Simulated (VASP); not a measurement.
# Pd (Im-3m) in VASP: a series of runs

The runs below take Pd through relaxation of cell and atoms, with LDA, PBEsol.

Everything below comes from runs of VASP 6.6.1. Logs are shortened: lines on timing, memory, paths and dates and some standing lists are left out, and cuts for length are marked.

**1. The cell of the first run**

Symmetry: Im-3m, No. 229, cubic system. The conventional cell has a = 3.145 Å, b = 3.145 Å, c = 3.145 Å, α = 90.00°, β = 90.00°, γ = 90.00°. Within 3.6 Å of Pd (site symmetry m-3m) lie 14 Pd at 2.72 to 3.14 Å.

**2. Relaxation of cell and atoms, LDA**

File INCAR:

```
PREC = Accurate
ENCUT = 600
EDIFF = 1E-7
ISMEAR = -1
SIGMA = 0.05
LREAL = F
LASPH = T
NELM = 100
ALGO = Normal
ISIF = 3
LWAVE = F
LCHARG = F
GGA = CA
IBRION = 2
NSW = 60
EDIFFG = -0.01
```

File KPOINTS:

```
Automatic mesh
0
Gamma
  12 12 12
```

File POSCAR:

```
Pd
1.0
   -1.5722810000      1.5722810000      1.5722810000
    1.5722810000     -1.5722810000      1.5722810000
    1.5722810000      1.5722810000     -1.5722810000
Pd
1
Direct
    0.0000000000      0.0000000000      0.0000000000
```

Potentials or basis: VASP PAW LDA potentials, release 64 (Pd).

The run is started by

```sh
$ cat potpaw_LDA.64/Pd/POTCAR > POTCAR
$ mpirun -np 1 vasp_std > vasp.out
```

OUTCAR:

```text
PREC = Accurate
   ENCUT = 600
   EDIFF = 1E-7
   ISMEAR = -1
   LREAL = F
   LASPH = T
   NELM = 100
   ISIF = 3
   GGA = CA
   IBRION = 2
   NSW = 60
   EDIFFG = -0.01

 ion  position               nearest neighbor table
   1  0.000  0.000  0.000-

  LATTYP: Found a body centered cubic cell.
 ALAT       =     3.1445620000

  Lattice vectors:

 A1 = (  -1.5722810000,   1.5722810000,   1.5722810000)
 A2 = (   1.5722810000,  -1.5722810000,   1.5722810000)
 A3 = (   1.5722810000,   1.5722810000,  -1.5722810000)

Analysis of symmetry for initial positions (statically):
=====================================================================
 Subroutine PRICEL returns:
 Original cell was already a primitive cell.

 Routine SETGRP: Setting up the symmetry group for a
 body centered cubic supercell.

 Subroutine GETGRP returns: Found 48 space group operations
[... 9 lines left out ...]

 Routine SETGRP: Setting up the symmetry group for a
 body centered cubic supercell.

 Subroutine GETGRP returns: Found 48 space group operations
[... 11 lines left out ...]
                                     Primitive cell

  volume of cell :      15.5471

  direct lattice vectors                    reciprocal lattice vectors
    -1.572281000  1.572281000  1.572281000     0.000000000  0.318009313  0.318009313
     1.572281000 -1.572281000  1.572281000     0.318009313  0.000000000  0.318009313
     1.572281000  1.572281000 -1.572281000     0.318009313  0.318009313  0.000000000

  length of vectors
     2.723270576  2.723270576  2.723270576     0.449733083  0.449733083  0.449733083

  position of ions in fractional coordinates (direct lattice)
     0.000000000  0.000000000  0.000000000

  ion indices of the primitive-cell ions
   primitive index   ion index
                 1           1

----------------------------------------------------------------------------------------

 KPOINTS: Automatic mesh

Automatic generation of k-mesh.
 Grid dimensions read from file:
 generate k-points for:   12   12   12

 Generating k-lattice:

  Cartesian coordinates                     Fractional coordinates (reciprocal lattice)
     0.000000000  0.026500776  0.026500776     0.083333333  0.000000000  0.000000000
     0.026500776  0.000000000  0.026500776     0.000000000  0.083333333  0.000000000
     0.026500776  0.026500776  0.000000000     0.000000000  0.000000000  0.083333333

  Length of vectors
     0.037477757  0.037477757  0.037477757

  Shift w.r.t. Gamma in fractional coordinates (k-lattice)
     0.000000000  0.000000000  0.000000000

 Subroutine IBZKPT returns following result:
 ===========================================

 Found     72 irreducible k-points:

 Following reciprocal coordinates:
            Coordinates               Weight
  0.000000  0.000000  0.000000      1.000000
  0.083333  0.000000  0.000000     12.000000
  0.166667  0.000000  0.000000     12.000000
  0.250000  0.000000  0.000000     12.000000
  0.333333  0.000000  0.000000     12.000000
  0.416667  0.000000  0.000000     12.000000
[... 16 lines left out ...]
  0.333333  0.083333  0.083333     24.000000
  0.416667  0.083333  0.083333     12.000000
 [... further k-points ...]
   k-points           NKPTS =     72   k-points in BZ     NKDIM =     72   number of bands    NBANDS=      9
   number of dos      NEDOS =    301   number of ions     NIONS =      1
   total plane-waves  NPLWV =  13824
   dimension x,y,z NGX =    24 NGY =   24 NGZ =   24
   dimension x,y,z NGXF=    48 NGYF=   48 NGZF=   48
   ions per type =               1
   NGX,Y,Z   is equivalent  to a cutoff of  14.65, 14.65, 14.65 a.u.
   NGXF,Y,Z  is equivalent  to a cutoff of  29.30, 29.30, 29.30 a.u.
 SYSTEM =  unknown system
   PREC   = accura    normal or accurate (medium, high low for compatibility)
   ISTART =      0    job   : 0-new  1-cont  2-samecut
   ICHARG =      2    charge: 1-file 2-atom 10-const
   ISPIN  =      1    spin polarized calculation?
   LNONCOLLINEAR =      F non collinear calculations
   LSORBIT =      F    spin-orbit coupling
   LASPH  =      T    aspherical Exc in radial PAW
   ENCUT  =  600.0 eV  44.10 Ry    6.64 a.u.   5.44  5.44  5.44*2*pi/ulx,y,z
   NELM   =    100;   NELMIN=  2; NELMDL= -5     # of ELM steps
   EDIFF  = 0.1E-06   stopping-criterion for ELM
   LREAL  =      F    real-space projection
   EDIFFG = -.1E-01   stopping-criterion for IOM
   NSW    =     60    number of steps for IOM
   IBRION =      2    ionic relax: 0-MD 1-quasi-New 2-CG
   NFREE  =      1    steps in history (QN), initial steepest desc. (CG)
   ISIF   =      3    stress and relaxation
   ISYM   =      2    0-nonsym 1-usesym 2-fastsym
   POTIM  = 0.5000    time-step for ionic-motion
   TEBEG  =    0.0;   TEEND  =   0.0 temperature during run
   PSTRESS=    0.0 pullay stress
   NELECT =      10.0000    total number of electrons
   NUPDOWN=      -1.0000    fix difference up-down
   EMIN   =  10.00;   EMAX   =-10.00  energy-range for DOS
   EFERMI =   0.00;   METHOD = LEGACY
   ISMEAR =    -1;   SIGMA  =   0.05  broadening in eV -4-tet -1-fermi 0-gaus
   EFERMI_NEDOS =   21; number of points for ismear=-14 and -15
   IALGO  =     38    algorithm
   IMIX   =      4    mixing-type and parameters
     AMIX     =   0.40;   BMIX     =  1.00
     AMIX_MAG =   1.60;   BMIX_MAG =  1.00
  volume/ion in A,a.u.               =      15.55       104.92
  Fermi-wavevector in a.u.,A,eV,Ry     =   1.413160  2.670485 27.171123  1.997021
  Thomas-Fermi vector in A             =   2.534834
   LORBIT       =      0    0 simple, 1 ext, 2 COOP (PROOUT), +10 PAW based schemes
   GGA     = CA    functional components
   LHFCALC =     F    Hartree Fock is set to
   AEXX    =    0.0000 exact exchange contribution
   IVDW    =     0    specifies the selected vdW correction
   LEPSILON=     F    determine dielectric tensor
   LRPA    =     F    only Hartree local field effects (RPA)
 conjugate gradient relaxation of ions
 non-spin polarized calculation
  energy-cutoff  :      600.00
  volume of cell :       15.55
 maximum number of plane-waves:       539
 NGX is ok and might be reduce to    24
   NGX = 11   NGY = 11   NGZ = 11

--------------------------------------- Ionic step        1  -------------------------------------------

 number of electron      10.0000002 magnetization

 Free energy of the ion-electron system (eV)
  ---------------------------------------------------
  ext. energy  EPLUGINS =         0.00000000
  ---------------------------------------------------
  free energy    TOTEN  =        -6.37992010 eV

  energy without entropy =       -6.36950499  energy(sigma->0) =       -6.37471255

 E-fermi :   8.6915     XC(G=0): -13.1950

 val. band max:        8.6836279378   @ k =  -0.2500   0.2500   0.1667
 cond. band min:       8.7668968200   @ k =  -0.4167   0.4167   0.2500
 fundamental gap:      0.0832688823
 Fermi energy:         8.6914910021

 k-point     1 :       0.0000    0.0000    0.0000
  band No.  band energies     occupation
      1       1.8866      2.00000
      2       5.9515      2.00000
      3       5.9515      2.00000
      4       5.9515      2.00000
      5       7.8428      2.00000
      6       7.8428      2.00000
      7      27.9174      0.00000
      8      27.9174      0.00000
      9      27.9174      0.00000

 k-point     2 :       0.0833    0.0000    0.0000
  band No.  band energies     occupation
      1       2.1399      2.00000
      2       5.8687      2.00000
      3       5.9551      2.00000
      4       6.1286      2.00000
      5       7.7487      2.00000
      6       7.8490      2.00000
      7      27.7004      0.00000
      8      27.9300      0.00000
      9      28.2120      0.00000
[... 253 lines left out ...]
 k-point    24 :       0.4167    0.0833    0.0833
  band No.  band energies     occupation
      1       4.1181      2.00000
      2       4.8399      2.00000
      3       7.6885      2.00000
      4       7.8385      2.00000
      5       8.0691      1.99999
      6      12.1759      0.00000
      7      16.1429      0.00000
      8      22.9347      0.00000
      9      23.6088      0.00000

 [... further k-points ...]
[... 5 lines left out ...]
  --------------------------------------------------------------------------------------
  -------------------------------------------------------------------------------------
  Total       -1.4669960     -1.4669960     -1.4669960      0.0000000      0.0000000     -0.0000000
  in kB     -151.1781494   -151.1781494   -151.1781494      0.0000000      0.0000000     -0.0000000
  external PRESSURE =    -151.1781494 kB  Pullay stress =       0.0000000 kB

 VOLUME and BASIS-vectors are now :
 -----------------------------------------------------------------------------
  energy-cutoff  :      600.00
  volume of cell :       15.55
      direct lattice vectors                 reciprocal lattice vectors
    -1.572281000  1.572281000  1.572281000     0.000000000  0.318009313  0.318009313
     1.572281000 -1.572281000  1.572281000     0.318009313  0.000000000  0.318009313
     1.572281000  1.572281000 -1.572281000     0.318009313  0.318009313  0.000000000
[... 176 lines left out ...]
 POSITION                                       TOTAL-FORCE (eV/Angst)
 -----------------------------------------------------------------------------------
     -0.00000      0.00000      0.00000         0.000000      0.000000      0.000000
 -----------------------------------------------------------------------------------
    total drift:                               -0.000000      0.000000     -0.000000

  FREE ENERGIE OF THE ION-ELECTRON SYSTEM (eV)
  ---------------------------------------------------
  free  energy   TOTEN  =        -6.4461830420 eV

  energy  without entropy=       -6.4373666727  energy(sigma->0) =       -6.44177486

--------------------------------------- Ionic step        7  -------------------------------------------

 number of electron       9.9999999 magnetization

 Free energy of the ion-electron system (eV)
  ---------------------------------------------------
  ext. energy  EPLUGINS =         0.00000000
  ---------------------------------------------------
  free energy    TOTEN  =        -6.44620242 eV

  energy without entropy =       -6.43740965  energy(sigma->0) =       -6.44180604

 E-fermi :  10.1356     XC(G=0): -13.7184

 val. band max:       10.1290989015   @ k =  -0.4167   0.4167   0.3333
 cond. band min:      10.1431326344   @ k =  -0.4167   0.4167   0.4167
 fundamental gap:      0.0140337329
 Fermi energy:        10.1355756061

 k-point     1 :       0.0000    0.0000    0.0000
  band No.  band energies     occupation
      1       2.6811      2.00000
      2       7.0125      2.00000
      3       7.0125      2.00000
      4       7.0125      2.00000
      5       9.1620      2.00000
      6       9.1620      2.00000
      7      29.5481      0.00000
      8      29.5481      0.00000
      9      29.5481      0.00000

 k-point     2 :       0.0833    0.0000    0.0000
  band No.  band energies     occupation
      1       2.9541      2.00000
      2       6.9163      2.00000
      3       7.0149      2.00000
      4       7.2139      2.00000
      5       9.0504      2.00000
      6       9.1692      2.00000
      7      29.4443      0.00000
      8      29.5945      0.00000
      9      29.8969      0.00000
[... 253 lines left out ...]
 k-point    24 :       0.4167    0.0833    0.0833
  band No.  band energies     occupation
      1       4.9351      2.00000
      2       5.7363      2.00000
      3       8.9487      2.00000
      4       9.1715      2.00000
      5       9.4382      2.00000
      6      13.7901      0.00000
      7      18.2933      0.00000
      8      24.7788      0.00000
      9      25.9015      0.00000

 [... further k-points ...]
[... 5 lines left out ...]
  --------------------------------------------------------------------------------------
  -------------------------------------------------------------------------------------
  Total       -0.0005898     -0.0005898     -0.0005898      0.0000000      0.0000000     -0.0000000
  in kB       -0.0662341     -0.0662341     -0.0662341      0.0000000      0.0000000     -0.0000000
  external PRESSURE =      -0.0662341 kB  Pullay stress =       0.0000000 kB

 VOLUME and BASIS-vectors are now :
 -----------------------------------------------------------------------------
  energy-cutoff  :      600.00
  volume of cell :       14.27
      direct lattice vectors                 reciprocal lattice vectors
    -1.527844889  1.527844889  1.527844889     0.000000000  0.327258352  0.327258352
     1.527844889 -1.527844889  1.527844889     0.327258352  0.000000000  0.327258352
     1.527844889  1.527844889 -1.527844889     0.327258352  0.327258352  0.000000000

 POSITION                                       TOTAL-FORCE (eV/Angst)
 -----------------------------------------------------------------------------------
      0.00000      0.00000      0.00000         0.000000      0.000000      0.000000
 -----------------------------------------------------------------------------------
    total drift:                                0.000000      0.000000     -0.000000

  FREE ENERGIE OF THE ION-ELECTRON SYSTEM (eV)
  ---------------------------------------------------
  free  energy   TOTEN  =        -6.4462024199 eV

  energy  without entropy=       -6.4374096508  energy(sigma->0) =       -6.44180604

 reached required accuracy - stopping structural energy minimisation
```

Run time: 16 s. Hardware: 1 thread of Intel Xeon 6975P-C (Granite Rapids), shared host; peak memory 0.15 GiB.

Results:

```
Free energy                            : -6.4462 eV
Relaxed volume                         : 14.27 Å³/atom
Relaxed cell                           : a = 2.646 Å, b = 2.646 Å, c = 2.646 Å, α = 109.47°, β = 109.47°, γ = 109.47°
Space group after relaxing (to 0.05 Å) : Im-3m (No. 229)
Energy gained by relaxing              : 66.3 meV/atom
Ionic steps                            : 7
Pressure after relaxing                : 0.0 GPa
Band gap on the k mesh                 : zero (band 5 reaches 10.83 eV, above the bottom of band 6 at 9.04 eV)
```

The path:
```
step  energy change (eV)  largest force (eV/Å)  pressure (GPa)  volume (Å³)
   1              0.0000                0.0000          -15.12        15.55
   2              0.1401                0.0000           42.40        12.47
   3             -0.0662                0.0000           -0.72        14.31
   4             -0.0663                0.0000           -0.18        14.28
   5             -0.0663                0.0000            0.21        14.25
   6             -0.0663                0.0000           -0.29        14.29
   7             -0.0663                0.0000           -0.01        14.27
```

Final structure:
```xyz
1
Lattice="-1.5278 1.5278 1.5278 1.5278 -1.5278 1.5278 1.5278 1.5278 -1.5278" Properties=species:S:1:pos:R:3 pbc="T T T"
Pd    0.0000    0.0000    0.0000
```

Levels at points of the mesh, in eV from the Fermi level:
```
           k point  band 1  band 2  band 3  band 4  band 5  band 6  band 7  band 8  band 9
(0.00, 0.00, 0.00)   -7.45   -3.12   -3.12   -3.12   -0.97   -0.97   19.41   19.41   19.41
(0.50, 0.00, 0.00)   -5.60   -4.40   -1.06   -0.71    0.69    1.30    8.23   15.19   18.08
(0.50, 0.50, 0.50)   -5.54   -5.54    0.27    0.27    0.27    9.28    9.28    9.28   18.23
```

**3. Relaxation of cell and atoms, PBEsol**

File INCAR:

```
SYSTEM = Pd
ALGO = Normal
EDIFF = 1E-7
EDIFFG = -0.01
ENCUT = 600
GGA = PS
IBRION = 2
ISIF = 3
ISMEAR = -1
LASPH = .TRUE.
LCHARG = .FALSE.
LREAL = .FALSE.
LWAVE = .FALSE.
NELM = 60
NSW = 60
PREC = Accurate
SIGMA = 0.05
```

File KPOINTS:

```
k-points
0
G
  12 12 12
  0 0 0
```

POSCAR is that of step 2.

Potentials or basis: VASP PAW PBE potentials, release 64 (Pd).

The run is started by

```sh
$ cat potpaw_PBE.64/Pd/POTCAR > POTCAR
$ mpirun -np 1 vasp_std > vasp.out
```

It took 16 s on 1 thread of Intel Xeon 6975P-C (Granite Rapids), shared host; peak memory 0.15 GiB.

It converged, with:

```yaml
Free_energy: -5.9161 eV
Relaxed_volume: 14.64 Å³/atom
Relaxed_cell: a = 2.669 Å, b = 2.669 Å, c = 2.669 Å, α = 109.47°, β = 109.47°, γ = 109.47°
Space_group_after_relaxing_to_0.05_Å: Im-3m (No. 229)
Energy_gained_by_relaxing: 31.4 meV/atom
Ionic_steps: 4
Pressure_after_relaxing: 0.0 GPa
Band_gap_on_the_k_mesh: zero (band 5 reaches 10.37 eV, above the bottom of band 6 at 8.66 eV)
```

Step by step:
```tsv
step	energy change (eV)	largest force (eV/Å)	pressure (GPa)	volume (Å³)
1	0.0000	0.0000	-10.29	15.55
2	0.0462	0.0000	22.22	13.41
3	-0.0314	0.0000	-0.28	14.65
4	-0.0314	0.0000	-0.04	14.64
```

Final structure:
```xyz
1
Lattice="-1.5409 1.5409 1.5409 1.5409 -1.5409 1.5409 1.5409 1.5409 -1.5409" Properties=species:S:1:pos:R:3 pbc="T T T"
Pd    0.0000    0.0000    0.0000
```

Levels at points of the mesh, in eV from the Fermi level:
| k point | band 3 | band 4 | band 5 | band 6 | band 7 | band 8 |
| --- | --- | --- | --- | --- | --- | --- |
| (0.00, 0.00, 0.00) | -2.99 | -2.99 | -0.94 | -0.94 | 19.37 | 19.37 |
| (0.50, 0.00, 0.00) | -1.02 | -0.69 | 0.66 | 1.33 | 8.01 | 15.13 |
| (0.50, 0.50, 0.50) | 0.26 | 0.26 | 0.26 | 9.21 | 9.21 | 9.21 |

Caveat: the PAW data sets were made with another functional, which shifts forces and pressure a little.
